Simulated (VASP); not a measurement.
# Tl12H (a cell with a defect) in VASP: single point with PBEsol

Aim: the single point of Tl12H (a cell with a defect) with PBEsol.

Everything below comes from runs of VASP 6.6.1. Logs are shortened: lines on timing, memory, paths and dates and some standing lists are left out, and cuts for length are marked.

### Step 1. The cell of the first run

The cell holds a defect, 13 atoms: a = 6.926 Å, b = 10.389 Å, c = 5.539 Å, α = 90.00°, β = 90.00°, γ = 120.00°.

### Step 2. Single point, PBEsol

INCAR reads:

```
PREC = Accurate
ENCUT = 520
EDIFF = 1E-7
ISMEAR = -1
SIGMA = 0.05
LREAL = F
LASPH = T
NELM = 100
ALGO = Normal
ISIF = 2
LWAVE = F
LCHARG = T
GGA = PS
LELF = T
LVHAR = T
NBANDS = 90
```

KPOINTS reads:

```
Automatic mesh
0
Gamma
  3 2 3
```

POSCAR reads:

```
Tl12H
1.0
    6.9260000000      0.0000000000      0.0000000000
   -5.1945000000      8.9971380000      0.0000000000
    0.0000000000      0.0000000000      5.5390000000
Tl H
12 1
Direct
    0.1665154485      0.2212473060      0.2531562244
    0.3367055968      0.1138622089      0.7502077761
    0.1595481257      0.5521475292      0.2431867027
    0.3281404256      0.4379994730      0.7535424969
    0.1671203931      0.8910096973      0.2561538771
    0.3345304936      0.7827413094      0.7567177998
    0.6630528932      0.2192190753      0.2495776979
    0.8334637520      0.1120480451      0.7469641987
    0.6667012737      0.5505087991      0.2430572228
    0.8326698427      0.4420877749      0.7433435739
    0.6711330436      0.8952896709      0.2471599355
    0.8402992056      0.7815904129      0.7569877676
    0.5003270058      0.6621772980      0.4948471265
```

Potentials or basis: VASP PAW PBE potentials, release 64 (Tl_d, H).

The run is started by

```sh
cat potpaw_PBE.64/Tl_d/POTCAR potpaw_PBE.64/H/POTCAR > POTCAR
mpirun -np 1 vasp_std > vasp.out
```

OUTCAR:

```text
PREC = Accurate
   ENCUT = 520
   EDIFF = 1E-7
   ISMEAR = -1
   LREAL = F
   LASPH = T
   NELM = 100
   ISIF = 2
   GGA = PS

 ion  position               nearest neighbor table
   1  0.167  0.221  0.253-   4 3.39   8 3.39   4 3.39   2 3.40  11 3.41   2 3.42   5 3.43   8 3.44
                             9 3.44   7 3.45   3 3.46   7 3.48
   2  0.337  0.114  0.750-   7 3.39   5 3.39   7 3.39   1 3.40   4 3.40   1 3.42  10 3.42   6 3.43
                            12 3.45   5 3.45   8 3.45   8 3.48
   3  0.160  0.552  0.243-  13 2.47  10 3.39   4 3.39  10 3.39   6 3.40   9 3.40   7 3.45   1 3.46
                             4 3.49   5 3.50   6 3.52   9 3.52  11 3.55
   4  0.328  0.438  0.754-  13 2.47   1 3.39   9 3.39   1 3.39   3 3.39   2 3.40   8 3.41  10 3.45
                            10 3.47   9 3.48   3 3.49  12 3.56   6 3.56
   5  0.167  0.891  0.256-  12 3.39   2 3.39  12 3.40   6 3.40   6 3.41   7 3.42   1 3.43   2 3.45
                            11 3.46  11 3.47   3 3.50   9 3.50
   6  0.335  0.783  0.757-  11 3.38   3 3.40   5 3.40   5 3.41  12 3.42   2 3.43   8 3.44  11 3.47
                            10 3.51  12 3.51   3 3.52   4 3.56
   7  0.663  0.219  0.250-   2 3.39  10 3.39  11 3.39   2 3.39   8 3.40   8 3.42   5 3.42   9 3.43
                            10 3.45   3 3.45   1 3.45   1 3.48
   8  0.833  0.112  0.747-  11 3.39   1 3.39  11 3.39   7 3.40   4 3.41   7 3.42  10 3.43   6 3.44
                             1 3.44   2 3.45  12 3.46   2 3.48
   9  0.667  0.551  0.243-  13 2.44   4 3.39  10 3.40  10 3.40  12 3.40   3 3.40   7 3.43   1 3.44
                             4 3.48   5 3.50   3 3.52  12 3.53  11 3.57
  10  0.833  0.442  0.743-   7 3.39   3 3.39   3 3.39   9 3.40   9 3.40   2 3.42   8 3.43   7 3.45
                             4 3.45   4 3.47  12 3.50   6 3.51
  11  0.671  0.895  0.247-  13 2.51   6 3.38   8 3.39   8 3.39   7 3.39  12 3.39   1 3.41   5 3.46
                             5 3.47   6 3.47  12 3.48   3 3.55   9 3.57
  12  0.840  0.782  0.757-  13 2.50   5 3.39  11 3.39   5 3.40   9 3.40   6 3.42   2 3.45   8 3.46
                            11 3.48  10 3.50   6 3.51   9 3.53   4 3.56
  13  0.500  0.662  0.495-   9 2.44   4 2.47   3 2.47  12 2.50  11 2.51

  LATTYP: Found a simple monoclinic cell.
 ALAT       =     6.9260000000
 B/A-ratio  =     0.7997401097
 C/A-ratio  =     1.3228756669
 COS(beta)  =    -0.1889822349

  Lattice vectors:

 A1 = (   6.9260000000,   0.0000000000,   0.0000000000)
 A2 = (   0.0000000000,   0.0000000000,   5.5390000000)
 A3 = (  -1.7315000000,  -8.9971380000,   0.0000000000)

Analysis of symmetry for initial positions (statically):
=====================================================================
 Subroutine PRICEL returns:
 Original cell was already a primitive cell.
[... 164 lines left out ...]
   EFERMI_NEDOS =   21; number of points for ismear=-14 and -15
   IALGO  =     38    algorithm
   IMIX   =      4    mixing-type and parameters
     AMIX     =   0.40;   BMIX     =  1.00
     AMIX_MAG =   1.60;   BMIX_MAG =  1.00
  volume/ion in A,a.u.               =      26.55       179.17
  Fermi-wavevector in a.u.,A,eV,Ry     =   1.259028  2.379217 21.567287  1.585151
  Thomas-Fermi vector in A             =   2.392608
   LORBIT       =      0    0 simple, 1 ext, 2 COOP (PROOUT), +10 PAW based schemes
   GGA     = PS    functional components
   LHFCALC =     F    Hartree Fock is set to
   AEXX    =    0.0000 exact exchange contribution
   IVDW    =     0    specifies the selected vdW correction
   LEPSILON=     F    determine dielectric tensor
   LRPA    =     F    only Hartree local field effects (RPA)
 non-spin polarized calculation
  energy-cutoff  :      520.00
  volume of cell :      345.16
 maximum number of plane-waves:      9344
 NGX is ok and might be reduce to    54
   NGX = 25   NGY = 39   NGZ = 21

 number of electron     156.9999997 magnetization

 Free energy of the ion-electron system (eV)
  ---------------------------------------------------
  ext. energy  EPLUGINS =         0.00000000
  ---------------------------------------------------
  free energy    TOTEN  =       -33.98922810 eV

  energy without entropy =      -33.90815996  energy(sigma->0) =      -33.94869403

 E-fermi :   6.2336     XC(G=0): -10.3892

 val. band max:        6.2303262425   @ k =   0.0000   0.0000   0.3333
 cond. band min:       6.2414711135   @ k =  -0.3333   0.0000   0.3333
 fundamental gap:      0.0111448710
 Fermi energy:         6.2336430811

 k-point     1 :       0.0000    0.0000    0.0000
  band No.  band energies     occupation
      1      -5.4895      2.00000
      2      -5.4353      2.00000
      3      -5.4092      2.00000
      4      -5.3720      2.00000
      5      -5.3686      2.00000
      6      -5.3563      2.00000
[... 919 lines left out ...]
     89       9.6875      0.00000
     90       9.9300      0.00000

------------------------ aborting loop because EDIFF is reached ----------------------------------------

  FORCE on cell =-STRESS in cart. coord.  units (eV):
  Direction    XX          YY          ZZ          XY          YZ          ZX
  --------------------------------------------------------------------------------------
  -------------------------------------------------------------------------------------
  Total        2.3365638      2.6365063     -3.2897763     -0.0904545     -0.2352138     -0.3536237
  in kB       10.8460099     12.2383018    -15.2706921     -0.4198775     -1.0918302     -1.6414730
  external PRESSURE =       2.6045399 kB  Pullay stress =       0.0000000 kB

 VOLUME and BASIS-vectors are now :
 -----------------------------------------------------------------------------
  energy-cutoff  :      520.00
  volume of cell :      345.16
      direct lattice vectors                 reciprocal lattice vectors
     6.926000000  0.000000000  0.000000000     0.144383483  0.083359842  0.000000000
    -5.194500000  8.997138000  0.000000000     0.000000000  0.111146456  0.000000000
     0.000000000  0.000000000  5.539000000     0.000000000  0.000000000  0.180538003

 POSITION                                       TOTAL-FORCE (eV/Angst)
 -----------------------------------------------------------------------------------
      0.00402      1.99059      1.40223         0.010077      0.004918      0.024748
      1.74057      1.02443      4.15540         0.013797      0.036698      0.001439
     -1.76310      4.96775      1.34701         0.037317      0.024404      0.024178
     -0.00249      3.94074      4.17387        -0.014291      0.017774     -0.006156
     -3.47087      8.01654      1.41884        -0.018104     -0.016856      0.056692
     -1.74899      7.04243      4.19146         0.038613     -0.026105     -0.024216
      3.45357      1.97234      1.38241        -0.013986     -0.040499     -0.003233
      5.19054      1.00811      4.13743        -0.007875     -0.001306     -0.023976
      1.75796      4.95300      1.34629        -0.046780      0.025397      0.025296
      3.47065      3.97752      4.11738         0.014808      0.015555     -0.059733
     -0.00231      8.05504      1.36902         0.014423     -0.022074      0.009927
      1.75994      7.03208      4.19296        -0.025756     -0.022496     -0.017776
      0.02558      5.95770      2.74096        -0.002243      0.004591     -0.007188
 -----------------------------------------------------------------------------------
    total drift:                                0.000126     -0.000305     -0.000189

  FREE ENERGIE OF THE ION-ELECTRON SYSTEM (eV)
  ---------------------------------------------------
  free  energy   TOTEN  =       -33.9892280997 eV

  energy  without entropy=      -33.9081599617  energy(sigma->0) =      -33.94869403
```

OSZICAR:

```text
N       E                     dE             d eps       ncg     rms          rms(c)
DAV:   1     0.977111814412E+03    0.97711E+03   -0.83809E+04  1808   0.166E+03
DAV:   2     0.422357496859E+01   -0.97289E+03   -0.95228E+03  1892   0.379E+02
DAV:   3    -0.339558216403E+02   -0.38179E+02   -0.37268E+02  1962   0.557E+01
DAV:   4    -0.346561551151E+02   -0.70033E+00   -0.69746E+00  1936   0.602E+00
DAV:   5    -0.346645483625E+02   -0.83932E-02   -0.83913E-02  2006   0.807E-01    0.839E+00
DAV:   6    -0.340635256952E+02    0.60102E+00   -0.11877E+00  2078   0.399E+00    0.569E+00
DAV:   7    -0.339969141321E+02    0.66612E-01   -0.62492E-01  1916   0.252E+00    0.232E+00
DAV:   8    -0.339895952143E+02    0.73189E-02   -0.71968E-02  1924   0.852E-01    0.157E-01
DAV:   9    -0.339891903696E+02    0.40484E-03   -0.48388E-03  1936   0.214E-01    0.601E-02
DAV:  10    -0.339892280095E+02   -0.37640E-04   -0.57000E-04  1928   0.745E-02    0.276E-02
DAV:  11    -0.339892278448E+02    0.16470E-06   -0.23282E-05  1926   0.192E-02    0.166E-02
DAV:  12    -0.339892283030E+02   -0.45825E-06   -0.63834E-06  1952   0.132E-02    0.474E-03
DAV:  13    -0.339892281082E+02    0.19480E-06   -0.21288E-06  1948   0.444E-03    0.911E-04
DAV:  14    -0.339892280997E+02    0.85711E-08   -0.16114E-07  1296   0.226E-03
   1 F= -.33989228E+02 E0= -.33948694E+02  d E =-.810681E-01
```

Run time: 10 min. Hardware: 1 thread of Intel Xeon 8259CL, shared host; peak memory 0.57 GiB.

Results:

* Free energy: -33.9892 eV
* Pressure: 0.3 GPa
* Largest force: 0.063 eV/Å
* Band gap on the k mesh: zero (an odd number of electrons rules out a gap without spin polarisation)

Forces on the atoms (eV/Å):
```
Tl   0.010  0.005  0.025
Tl   0.014  0.037  0.001
Tl   0.037  0.024  0.024
Tl  -0.014  0.018 -0.006
Tl  -0.018 -0.017  0.057
Tl   0.039 -0.026 -0.024
Tl  -0.014 -0.040 -0.003
Tl  -0.008 -0.001 -0.024
Tl  -0.047  0.025  0.025
Tl   0.015  0.016 -0.060
Tl   0.014 -0.022  0.010
Tl  -0.026 -0.022 -0.018
H   -0.002  0.005 -0.007
```

Caveat: the k points lie up to 0.38 Å⁻¹ apart, too coarse for converged energies and pressures of a metal; the PAW data sets were made with another functional, which shifts forces and pressure a little; spin-orbit coupling is left out, which moves the levels of the heavy elements.
